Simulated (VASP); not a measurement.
Write the native input for VASP 6.6.1 that does the following.

- Task: single point
- Functional: PBE
- Potentials or basis: VASP PAW PBE potentials, release 64 (Ag, Cl)
- Cutoff: 520 eV
- k mesh: 9 × 9 × 9
- Occupations: fermi-dirac, width 0.01 eV
- Spin: no spin polarisation
- Dipole correction: no
- Further INCAR settings: ALGO = Normal; EDIFF = 1e-07; NBANDS = 16

The structure of AgCl lies in POSCAR:

```
AgCl
1.0
    3.5013229026      0.0000000000      0.0000000000
    0.0000000000      3.5013229026      0.0000000000
    0.0000000000      0.0000000000      3.5013229026
Ag Cl
1 1
Direct
    0.0000000000      0.0000000000      0.0000000000
    0.5000000000      0.5000000000      0.5000000000
```

This cell differs from its parent crystal: volume scaled by 1.06.

The input as run:

INCAR

```
PREC     = Accurate       # precision mode
ENCUT    = 520            # plane-wave cutoff, eV
EDIFF    = 1E-7           # SCF threshold, eV
ISMEAR   = -1             # smearing method
SIGMA    = 0.01           # smearing width, eV
LREAL    = F              # projectors in reciprocal space
LASPH    = T              # aspherical terms in the spheres
NELM     = 100            # most SCF steps
ALGO     = Normal         # electronic algorithm
ISIF     = 2              # what is computed and relaxed
LWAVE    = F              # write WAVECAR
LCHARG   = T              # write CHGCAR
GGA      = PE             # functional
LELF     = T              # ELF
LVHAR    = T            
NBANDS   = 16             # bands
```

KPOINTS

```
Automatic mesh
0
Gamma
  9 9 9
```

Potentials or basis: VASP PAW PBE potentials, release 64 (Ag, Cl).

Run with:

```console
$ cat potpaw_PBE.64/Ag/POTCAR potpaw_PBE.64/Cl/POTCAR > POTCAR
$ mpirun -np 1 vasp_std > vasp.out
```

It gave:

| Quantity | Value |
| --- | --- |
| Pressure | -2.6 GPa |
| Band gap on the k mesh | 0.60 eV, indirect (least direct gap 1.89 eV) |

Run time: 16 s on 1 thread of Intel(R) Xeon(R) Platinum 8375C CPU @ 2.90GHz (Ice Lake), on a shared host, peak memory 0.17 GiB.
